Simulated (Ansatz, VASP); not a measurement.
## Cd3HgTe4: VASP beside Ansatz

```
CELL_PARAMETERS angstrom
-3.31464 3.31464 6.63014
3.31464 -3.31464 6.63014
3.31464 3.31464 -6.63014
ATOMIC_POSITIONS crystal
Cd 0.75000 0.25000 0.50000
Cd 0.25000 0.75000 0.50000
Cd 0.00000 0.00000 0.00000
Hg 0.50000 0.50000 0.00000
Te 0.12364 0.62546 0.00000
Te 0.87636 0.87636 0.50182
Te 0.62546 0.12364 0.00000
Te 0.37454 0.37454 0.49818
```

Alike in both runs: functional PBE; k mesh 8 × 8 × 8; occupations gaussian, width 0.01 eV; no spin polarisation.

Ansatz relaxed the structure, and its values are those at the end. VASP's run is a single point on that final structure, the one shown.

|  | VASP | Ansatz |
| --- | --- | --- |
| version | VASP 6.6.1 | Ansatz 0.2.0 |
| potentials or method | VASP PAW PBE potentials, release 64 (Cd, Hg, Te), cutoff 520 eV | scalar-relativistic, plane waves, PAW |
| valence electrons in the cell | 72 | 144 |

```csv
,VASP,Ansatz,Ansatz less VASP
gap on the k mesh at the Fermi level (eV),0.20,0.20,+0.004
least direct gap on the mesh (eV),0.20,0.20,+0.004
pressure (GPa),0.0,0.0,-0.09
```

VASP's potentials hold 72 valence electrons a cell and Ansatz's 144, so a difference there can come from the potentials and not from the codes.

Neither program's run includes spin-orbit coupling.
